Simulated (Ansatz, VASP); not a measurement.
# YMn3 in VASP and in Ansatz

```
CELL_PARAMETERS angstrom
4.10086 0.00000 0.00000
0.00000 4.10086 0.00000
0.00000 0.00000 8.20172
ATOMIC_POSITIONS crystal
Mn 0.00000 0.50000 0.25000
Mn 0.50000 0.00000 0.25000
Mn 0.50000 0.50000 0.00000
Mn 0.00000 0.50000 0.75000
Mn 0.50000 0.00000 0.75000
Mn 0.50000 0.50000 0.50000
Y 0.00000 0.00000 0.00000
Y 0.00000 0.00000 0.50000
```

Alike in both runs: task single point; functional PBE; k mesh 10 × 10 × 5; occupations gaussian, width 0.1 eV; collinear spin.

```csv
,VASP,Ansatz
version,VASP 6.6.1,Ansatz 0.2.0
potentials or method,"VASP PAW PBE potentials, release 64 (Mn_pv, Y_sv), cutoff 500 eV","scalar-relativistic, plane waves, PAW"
valence electrons in the cell,100,112
```

|  | VASP | Ansatz | Ansatz less VASP |
| --- | --- | --- | --- |
| gap on the k mesh at the Fermi level (eV) | none | none | - |
| pressure (GPa) | -0.3 | -0.2 | +0.11 |
| net moment per atom (μB) | 0.00 | 0.00 | 0.000 |
| size of the moment on the site where the two differ most (μB) | 0.23 | 0.14 | -0.089 |

Site moments also hang on the region over which each program counts them. A gap of «none» marks a metal or a gap that the smearing closes. VASP's potentials hold 100 valence electrons a cell and Ansatz's 112, so a difference there can come from the potentials and not from the codes.
